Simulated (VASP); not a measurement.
Set up this calculation in VASP 6.6.1, as the native input.

```yaml
Task: single point
Functional: PBE
Dispersion: D3(BJ)
Potentials_or_basis: VASP PAW PBE potentials, release 64 (In_d, Se)
Cutoff: 500 eV
k_mesh: 15 × 15 × 4
Occupations: gaussian, width 0.02 eV
Spin: no spin polarisation
Dipole_correction: no
Further_INCAR_settings: ALGO = Normal; EDIFF = 1e-06; NBANDS = 48
```

The structure of InSe lies in POSCAR:

```
InSe
1.0
    4.0322389502      0.0000000000      0.0000000000
   -2.0161194751      3.4920213650      0.0000000000
    0.0000000000      0.0000000000     16.7640255009
In Se
4 4
Direct
    0.3333333333      0.6666666667      0.1666733280
    0.6666666667      0.3333333333      0.6666733280
    0.3333333333      0.6666666667      0.3333266720
    0.6666666667      0.3333333333      0.8333266720
    0.3333333333      0.6666666667      0.5899094808
    0.6666666667      0.3333333333      0.0899094808
    0.3333333333      0.6666666667      0.9100905192
    0.6666666667      0.3333333333      0.4100905192
```

These files were run (other wordings do the same):

INCAR

```
PREC = Accurate
ENCUT = 500
EDIFF = 1E-6
ISMEAR = 0
SIGMA = 0.02
LREAL = F
LASPH = T
NELM = 120
ALGO = Normal
ISIF = 2
LWAVE = F
LCHARG = F
GGA = PE
IVDW = 12
NBANDS = 48
GGA_COMPAT = F
```

KPOINTS

```
Automatic mesh
0
Gamma
  15 15 4
```

Potentials or basis: VASP PAW PBE potentials, release 64 (In_d, Se).

The run is started by

```console
$ cat potpaw_PBE.64/In_d/POTCAR potpaw_PBE.64/Se/POTCAR > POTCAR
$ mpirun -np 1 vasp_std > vasp.out
```

It gave:

| Quantity | Value |
| --- | --- |
| Pressure | 0.0 GPa |
| Largest force | 0.014 eV/Å |
| Band gap on the k mesh | 0.36 eV |
| Dispersion energy per atom | -0.297 eV |

Caveat: semilocal functionals underestimate gaps, and a narrow one can read as zero; spin-orbit coupling is left out, which moves the levels of the heavy elements.

Run time: 13 min on 1 thread of Intel(R) Xeon(R) 6975P-C (Granite Rapids), on a shared host, peak memory 0.78 GiB.
